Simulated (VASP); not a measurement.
Input of a VASP 6.6.1 run:

File INCAR:

```
SYSTEM = Al
  PREC = Accurate
  ENCUT = 520
  EDIFF = 1E-6
  ISMEAR = 0
  SIGMA = 0.1
  LREAL = Auto
  LASPH = .True.
  NELM = 60
  ALGO = Fast
  ISIF = 2
  LWAVE = .False.
  LCHARG = .True.
  LDIPOL = .True.
  IDIPOL = 3
  DIPOL = 0.5 0.5 0.485
  LELF = .True.
  LVHAR = .True.
  LVACPOTAV = .True.
  NBANDS = 80
```

KPOINTS

```
regular mesh
0
Gamma
  12 12 1
  0 0 0
```

POSCAR

```
Al
1.0
    5.6541540400      0.0000000000      0.0000000000
   -2.8270770200      4.8966410400      0.0000000000
    0.0000000000      0.0000000000     40.1719863132
Al
37
Direct
    0.1666666666      0.3333333332      0.2489296875
    0.1666666664      0.8333333330      0.2489296875
    0.6666666668      0.3333333332      0.2489296875
    0.6666666666      0.8333333330      0.2489296875
    0.0000000000      0.0000000000      0.3060963522
   -0.0000000002      0.4999999998      0.3060963522
    0.5000000002      0.0000000000      0.3060963522
    0.5000000000      0.4999999998      0.3060963522
    0.3333333334      0.1666666666      0.3632630078
    0.3333333332      0.6666666664      0.3632630078
    0.8333333336      0.1666666666      0.3632630078
    0.8333333334      0.6666666664      0.3632630078
    0.0000000000      0.0000000000      0.4204296725
   -0.0000000002      0.4999999998      0.4204296725
    0.5000000002      0.0000000000      0.4204296725
    0.5000000000      0.4999999998      0.4204296725
    0.1663706885      0.3331853441      0.4773425982
    0.1666666664      0.8333333330      0.4772109831
    0.6668146559      0.3331853441      0.4773425982
    0.6668146556      0.8336293110      0.4773425982
   -0.0000364749      0.0000364749      0.5343867693
   -0.0000364751      0.4999270500      0.5343867693
    0.5000729500      0.0000364749      0.5343867693
    0.5000000000      0.4999999998      0.5343778252
    0.3333413168      0.1666826333      0.5920610376
    0.3333413165      0.6666586830      0.5920610376
    0.8333333336      0.1666666666      0.5920142633
    0.8333173667      0.6666586830      0.5920610376
    0.0009679553     -0.0009679553      0.6488662628
    0.0009679551      0.5019359104      0.6488662628
    0.4980640895     -0.0009679553      0.6488662628
    0.5000000000      0.4999999998      0.6486121850
    0.1729292251      0.3364646124      0.7056126114
    0.1666666664      0.8333333330      0.7083565948
    0.6635353876      0.3364646124      0.7056126114
    0.6635353873      0.8270707745      0.7056126114
    0.8333333336      0.1666666666      0.7578016298
```

Potentials or basis: VASP PAW LDA potentials, release 64 (Al).

Command:

```bash
$ cat potpaw_LDA.64/Al/POTCAR > POTCAR
$ mpirun -np 1 vasp_std > vasp.out
```

(1) What does it give for the band gap on the k mesh?

(2) Estimate the largest force.

## Answers

(1) zero (an odd number of electrons rules out a gap without spin polarisation).

(2) 0.109 eV/Å.
